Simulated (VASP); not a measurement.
# HfN in VASP: single point with PBE

Aim: the single point of HfN with PBE.

All numbers are computed with VASP 6.6.1; they aren't measurements. Logs are shortened: lines on timing, memory, paths and dates and some standing lists are left out, and cuts for length are marked.

## 1. The cell of the first run

The cell holds layers of an interface, 16 atoms: a = 3.216 Å, b = 4.548 Å, c = 15.676 Å, α = 90.00°, β = 90.00°, γ = 90.00°.

## 2. Single point, PBE

File INCAR:

```
  PREC = Accurate
  ENCUT = 520
  EDIFF = 1E-6
  ISMEAR = 0
  SIGMA = 0.1
  LREAL = Auto
  LASPH = T
  NELM = 60
  ALGO = Normal
  ISIF = 2
  LWAVE = F
  LCHARG = F
  GGA = PE
  NBANDS = 74
```

File KPOINTS:

```
regular mesh
0
Gamma
  10 8 3
```

File POSCAR:

```
HfN
1.0
    3.2157737866      0.0000000000      0.0000000000
    0.0000000000      4.5477909025      0.0000000000
    0.0000000000      0.0000000000     15.6757418645
Hf N
8 8
Direct
    0.0000000000      0.0000000000      0.0279705363
    0.5000000000      0.5000000000      0.1313711554
    1.0000000000      0.0000000000      0.2436288446
    0.5000000000      0.5000000000      0.3470294637
    1.0000000000      0.5000000000      0.5279705363
    0.5000000000      0.0000000000      0.6313711554
    1.0000000000      0.5000000000      0.7436288446
    0.5000000000      0.0000000000      0.8470294637
    0.0000000000      0.5000000000      0.0450658871
    0.5000000000      0.0000000000      0.1331050406
    1.0000000000      0.5000000000      0.2418949594
    0.5000000000      0.0000000000      0.3299341129
    1.0000000000      0.0000000000      0.5450658871
    0.5000000000      0.5000000000      0.6331050406
    1.0000000000      0.0000000000      0.7418949594
    0.5000000000      0.5000000000      0.8299341129
```

Potentials or basis: VASP PAW PBE potentials, release 64 (Hf_pv, N).

The run is started by

```sh
$ cat potpaw_PBE.64/Hf_pv/POTCAR potpaw_PBE.64/N/POTCAR > POTCAR
$ mpirun -np 1 vasp_std > vasp.out
```

OUTCAR:

```text
PREC = Accurate
   ENCUT = 520
   EDIFF = 1E-6
   ISMEAR = 0
   LREAL = Auto
   LASPH = T
   NELM = 60
   ISIF = 2
   GGA = PE

 ion  position               nearest neighbor table
   1  0.000  0.000  0.028-   9 2.29   9 2.29  10 2.30  10 2.30   2 3.22   2 3.22   2 3.22   2 3.22
                             8 3.26   8 3.26   3 3.38
   2  0.500  0.500  0.131-   9 2.10   9 2.10  10 2.27  10 2.27  11 2.36  11 2.36   1 3.22   1 3.22
                             1 3.22   1 3.22   3 3.29   3 3.29   3 3.29   3 3.29   4 3.38
   3  0.000  0.000  0.244-  12 2.10  12 2.10  11 2.27  11 2.27  10 2.36  10 2.36   4 3.22   4 3.22
                             4 3.22   4 3.22   2 3.29   2 3.29   2 3.29   2 3.29   1 3.38
   4  0.500  0.500  0.347-  12 2.29  12 2.29  11 2.30  11 2.30   3 3.22   3 3.22   3 3.22   3 3.22
                             5 3.26   5 3.26   2 3.38
   5  0.000  0.500  0.528-  13 2.29  13 2.29  14 2.30  14 2.30   6 3.22   6 3.22   6 3.22   6 3.22
                             4 3.26   4 3.26   7 3.38
   6  0.500  0.000  0.631-  13 2.10  13 2.10  14 2.27  14 2.27  15 2.36  15 2.36   5 3.22   5 3.22
                             5 3.22   5 3.22   7 3.29   7 3.29   7 3.29   7 3.29   8 3.38
   7  0.000  0.500  0.744-  16 2.10  16 2.10  15 2.27  15 2.27  14 2.36  14 2.36   8 3.22   8 3.22
                             8 3.22   8 3.22   6 3.29   6 3.29   6 3.29   6 3.29   5 3.38
   8  0.500  0.000  0.847-  16 2.29  16 2.29  15 2.30  15 2.30   7 3.22   7 3.22   7 3.22   7 3.22
                             1 3.26   1 3.26   6 3.38
   9  0.000  0.500  0.045-   2 2.10   2 2.10   1 2.29   1 2.29
  10  0.500  0.000  0.133-   2 2.27   2 2.27   1 2.30   1 2.30   3 2.36   3 2.36
  11  0.000  0.500  0.242-   3 2.27   3 2.27   4 2.30   4 2.30   2 2.36   2 2.36
  12  0.500  0.000  0.330-   3 2.10   3 2.10   4 2.29   4 2.29
  13  0.000  0.000  0.545-   6 2.10   6 2.10   5 2.29   5 2.29
  14  0.500  0.500  0.633-   6 2.27   6 2.27   5 2.30   5 2.30   7 2.36   7 2.36
  15  0.000  0.000  0.742-   7 2.27   7 2.27   8 2.30   8 2.30   6 2.36   6 2.36
  16  0.500  0.500  0.830-   7 2.10   7 2.10   8 2.29   8 2.29

  LATTYP: Found a simple orthorhombic cell.
 ALAT       =     3.2157737866
 B/A-ratio  =     1.4142135624
 C/A-ratio  =     4.8746407256

  Lattice vectors:

 A1 = (   3.2157737866,   0.0000000000,   0.0000000000)
 A2 = (   0.0000000000,   4.5477909025,   0.0000000000)
 A3 = (   0.0000000000,   0.0000000000,  15.6757418645)

Analysis of symmetry for initial positions (statically):
=====================================================================
 Subroutine PRICEL returns following result:

  LATTYP: Found a base centered orthorhombic cell.
 ALAT       =     4.5477909025
 B/A-ratio  =     3.4468915130
 C/A-ratio  =     0.7071067812

  Lattice vectors:

 A1 = (   0.0000000000,  -2.2738954513,   7.8378709322)
 A2 = (   0.0000000000,  -2.2738954513,  -7.8378709323)
 A3 = (   3.2157737866,   0.0000000000,   0.0000000000)

   2 primitive cells build up your supercell.

 Routine SETGRP: Setting up the symmetry group for a
 simple orthorhombic supercell.

 Subroutine GETGRP returns: Found  8 space group operations
 (whereof  4 operations were pure point group operations)
 out of a pool of  8 trial point group operations.

The static configuration has the point symmetry C_2v.
 The point group associated with its full space group is D_2h.

Analysis of symmetry for dynamics (positions and initial velocities):
=====================================================================
 Subroutine PRICEL returns following result:

  LATTYP: Found a base centered orthorhombic cell.
 ALAT       =     4.5477909025
 B/A-ratio  =     3.4468915130
 C/A-ratio  =     0.7071067812

  Lattice vectors:

 A1 = (   0.0000000000,  -2.2738954513,   7.8378709322)
 A2 = (   0.0000000000,  -2.2738954513,  -7.8378709323)
 A3 = (   3.2157737866,   0.0000000000,   0.0000000000)

   2 primitive cells build up your supercell.

 Routine SETGRP: Setting up the symmetry group for a
 simple orthorhombic supercell.

 Subroutine GETGRP returns: Found  8 space group operations
 (whereof  4 operations were pure point group operations)
 out of a pool of  8 trial point group operations.

The dynamic configuration has the point symmetry C_2v.
 The point group associated with its full space group is D_2h.

 Subroutine INISYM returns: Found  8 space group operations
 (whereof  4 operations are pure point group operations),
 and found     2 'primitive' translations

----------------------------------------------------------------------------------------

                                     Primitive cell

  volume of cell :     114.6263

  direct lattice vectors                    reciprocal lattice vectors
     0.000000000 -2.273895451  7.837870932     0.000000000 -0.219886978  0.063792834
     0.000000000 -2.273895451 -7.837870932     0.000000000 -0.219886978 -0.063792834
     3.215773787  0.000000000  0.000000000     0.310967147  0.000000000  0.000000000

  length of vectors
     8.161055157  8.161055157  3.215773787     0.228953727  0.228953727  0.310967147

  position of ions in fractional coordinates (direct lattice)
     0.027970536  0.972029464  0.000000000
     0.631371155  0.368628845  0.500000000
     0.243628845  0.756371155  0.000000000
     0.847029464  0.152970536  0.500000000
     0.545065887  0.454934113  0.000000000
     0.133105041  0.866894959  0.500000000
     0.741894959  0.258105041  0.000000000
     0.329934113  0.670065887  0.500000000

  ion indices of the primitive-cell ions
   primitive index   ion index
                 1           1
                 2           6
                 3           3
                 4           8
                 5          13
                 6          10
                 7          15
                 8          12

----------------------------------------------------------------------------------------

 KPOINTS: regular mesh

Automatic generation of k-mesh.
 Grid dimensions read from file:
 generate k-points for:   10    8    3

 Generating k-lattice:

  Cartesian coordinates                     Fractional coordinates (reciprocal lattice)
     0.031096715  0.000000000  0.000000000     0.100000000  0.000000000  0.000000000
     0.000000000  0.027485872  0.000000000     0.000000000  0.125000000  0.000000000
     0.000000000  0.000000000  0.021264278     0.000000000  0.000000000  0.333333333

  Length of vectors
     0.031096715  0.027485872  0.021264278

  Shift w.r.t. Gamma in fractional coordinates (k-lattice)
     0.000000000  0.000000000  0.000000000

 Subroutine IBZKPT returns following result:
 ===========================================

 Found     60 irreducible k-points:

 Following reciprocal coordinates:
            Coordinates               Weight
  0.000000  0.000000  0.000000      1.000000
  0.100000  0.000000  0.000000      2.000000
  0.200000  0.000000  0.000000      2.000000
  0.300000  0.000000  0.000000      2.000000
  0.400000  0.000000  0.000000      2.000000
  0.500000  0.000000  0.000000      1.000000
[... 16 lines left out ...]
  0.400000  0.375000  0.000000      4.000000
  0.500000  0.375000  0.000000      2.000000
 [... further k-points ...]
   k-points           NKPTS =     60   k-points in BZ     NKDIM =     60   number of bands    NBANDS=     74
   number of dos      NEDOS =    301   number of ions     NIONS =     16
   total plane-waves  NPLWV = 103680
   dimension x,y,z NGX =    24 NGY =   36 NGZ =  120
   dimension x,y,z NGXF=    48 NGYF=   72 NGZF=  240
   ions per type =               8   8
   NGX,Y,Z   is equivalent  to a cutoff of  12.41, 13.16, 12.73 a.u.
   NGXF,Y,Z  is equivalent  to a cutoff of  24.81, 26.32, 25.45 a.u.
 SYSTEM =  unknown system
   PREC   = accura    normal or accurate (medium, high low for compatibility)
   ISTART =      0    job   : 0-new  1-cont  2-samecut
   ICHARG =      2    charge: 1-file 2-atom 10-const
   ISPIN  =      1    spin polarized calculation?
   LNONCOLLINEAR =      F non collinear calculations
   LSORBIT =      F    spin-orbit coupling
   LASPH  =      T    aspherical Exc in radial PAW
   ENCUT  =  520.0 eV  38.22 Ry    6.18 a.u.   5.98  8.46 29.15*2*pi/ulx,y,z
   NELM   =     60;   NELMIN=  2; NELMDL= -5     # of ELM steps
   EDIFF  = 0.1E-05   stopping-criterion for ELM
   LREAL  =      T    real-space projection
   EDIFFG = 0.1E-04   stopping-criterion for IOM
   NSW    =      0    number of steps for IOM
   IBRION =     -1    ionic relax: 0-MD 1-quasi-New 2-CG
   NFREE  =      0    steps in history (QN), initial steepest desc. (CG)
   ISIF   =      2    stress and relaxation
   ISYM   =      2    0-nonsym 1-usesym 2-fastsym
   POTIM  = 0.5000    time-step for ionic-motion
   TEBEG  =    0.0;   TEEND  =   0.0 temperature during run
   PSTRESS=    0.0 pullay stress
   NELECT =     120.0000    total number of electrons
   NUPDOWN=      -1.0000    fix difference up-down
   EMIN   =  10.00;   EMAX   =-10.00  energy-range for DOS
   EFERMI =   0.00;   METHOD = LEGACY
   ISMEAR =     0;   SIGMA  =   0.10  broadening in eV -4-tet -1-fermi 0-gaus
   EFERMI_NEDOS =   21; number of points for ismear=-14 and -15
   IALGO  =     38    algorithm
   IMIX   =      4    mixing-type and parameters
     AMIX     =   0.40;   BMIX     =  1.00
     AMIX_MAG =   1.60;   BMIX_MAG =  1.00
  volume/ion in A,a.u.               =      14.33        96.69
  Fermi-wavevector in a.u.,A,eV,Ry     =   1.319362  2.493232 23.683871  1.740715
  Thomas-Fermi vector in A             =   2.449265
   LORBIT       =      0    0 simple, 1 ext, 2 COOP (PROOUT), +10 PAW based schemes
   GGA     = PE    functional components
   LHFCALC =     F    Hartree Fock is set to
   AEXX    =    0.0000 exact exchange contribution
   IVDW    =     0    specifies the selected vdW correction
   LEPSILON=     F    determine dielectric tensor
   LRPA    =     F    only Hartree local field effects (RPA)
 non-spin polarized calculation
 Gauss-broadening in eV      SIGMA  =   0.10
  energy-cutoff  :      520.00
  volume of cell :      229.25
 maximum number of plane-waves:      6232
 NGX is ok and might be reduce to    24
   NGX = 11   NGY = 17   NGZ = 59

 number of electron     120.0000002 magnetization

 Free energy of the ion-electron system (eV)
  ---------------------------------------------------
  ext. energy  EPLUGINS =         0.00000000
  ---------------------------------------------------
  free energy    TOTEN  =      -167.38276223 eV

  energy without entropy =     -167.34141891  energy(sigma->0) =     -167.36209057

 E-fermi :   5.3950     XC(G=0): -11.3911

 val. band max:        5.3895418811   @ k =   0.0000   0.0000   0.0000
 cond. band min:       5.4018390099   @ k =   0.3000   0.5000   0.3333
 fundamental gap:      0.0122971289
 Fermi energy:         5.3950440575

 k-point     1 :       0.0000    0.0000    0.0000
  band No.  band energies     occupation
      1     -26.0023      2.00000
      2     -25.9931      2.00000
      3     -25.9031      2.00000
      4     -25.8623      2.00000
      5     -25.8429      2.00000
      6     -25.8216      2.00000
[... 64 lines left out ...]
     71       7.6697      0.00000
     72       7.9029      0.00000

 k-point     2 :       0.1000    0.0000    0.0000
  band No.  band energies     occupation
      1     -25.9858      2.00000
      2     -25.9770      2.00000
      3     -25.8967      2.00000
      4     -25.8522      2.00000
      5     -25.8336      2.00000
      6     -25.8175      2.00000
[... 1642 lines left out ...]
 k-point    24 :       0.5000    0.3750    0.0000
  band No.  band energies     occupation
      1     -26.1092      2.00000
      2     -26.1092      2.00000
      3     -26.1028      2.00000
      4     -26.1028      2.00000
      5     -25.9445      2.00000
      6     -25.9445      2.00000
[... 64 lines left out ...]
     71       9.1185      0.00000
     72       9.1197      0.00000

 [... further k-points ...]

 [bands above 72 left out]

------------------------ aborting loop because EDIFF is reached ----------------------------------------

  FORCE on cell =-STRESS in cart. coord.  units (eV):
  Direction    XX          YY          ZZ          XY          YZ          ZX
  --------------------------------------------------------------------------------------
  -------------------------------------------------------------------------------------
  Total        6.7455978    -25.6740343     -1.8463736      0.0000000      0.0000000      0.0000000
  in kB       47.1429705   -179.4281653    -12.9037543      0.0000000      0.0000000      0.0000000
  external PRESSURE =     -48.3963164 kB  Pullay stress =       0.0000000 kB

 VOLUME and BASIS-vectors are now :
 -----------------------------------------------------------------------------
  energy-cutoff  :      520.00
  volume of cell :      229.25
      direct lattice vectors                 reciprocal lattice vectors
     3.215773787  0.000000000  0.000000000     0.310967147  0.000000000  0.000000000
     0.000000000  4.547790903  0.000000000     0.000000000  0.219886978  0.000000000
     0.000000000  0.000000000 15.675741865     0.000000000  0.000000000  0.063792834

 POSITION                                       TOTAL-FORCE (eV/Angst)
 -----------------------------------------------------------------------------------
      0.00000      0.00000      0.43846         0.000000      0.000000      0.090127
      1.60789      2.27390      2.05934        -0.000000      0.000000     -0.023753
      0.00000      0.00000      3.81906         0.000000      0.000000      0.023753
      1.60789      2.27390      5.43994        -0.000000      0.000000     -0.090127
      0.00000      2.27390      8.27633         0.000000      0.000000      0.090127
      1.60789      0.00000      9.89721        -0.000000      0.000000     -0.023753
[... 8 lines left out ...]
      0.00000      0.00000     11.62975         0.000000      0.000000     -0.009621
      1.60789      2.27390     13.00983         0.000000      0.000000     -0.086200
 -----------------------------------------------------------------------------------
    total drift:                                0.000000      0.000000     -0.000000

  FREE ENERGIE OF THE ION-ELECTRON SYSTEM (eV)
  ---------------------------------------------------
  free  energy   TOTEN  =      -167.3827622258 eV

  energy  without entropy=     -167.3414189124  energy(sigma->0) =     -167.36209057
```

Run time: 18 min. Hardware: 1 thread of AMD EPYC 9R45 (Zen 5), shared host; peak memory 0.69 GiB.

What came out:

- Free energy: -167.3828 eV
- Pressure: -4.8 GPa
- Largest force: 0.090 eV/Å
- Band gap on the k mesh: zero (band 60 reaches 5.53 eV, above the bottom of band 61 at 4.93 eV)

Forces on the atoms (eV/Å):
```
Hf   0.000  0.000  0.090
Hf   0.000  0.000 -0.024
Hf   0.000  0.000  0.024
Hf   0.000  0.000 -0.090
Hf   0.000  0.000  0.090
Hf   0.000  0.000 -0.024
Hf   0.000  0.000  0.024
Hf   0.000  0.000 -0.090
N    0.000  0.000  0.086
N    0.000  0.000  0.010
N    0.000  0.000 -0.010
N    0.000  0.000 -0.086
N    0.000  0.000  0.086
N    0.000  0.000  0.010
N    0.000  0.000 -0.010
N    0.000  0.000 -0.086
```

Caveat: spin-orbit coupling is left out, which moves the levels of the heavy elements.
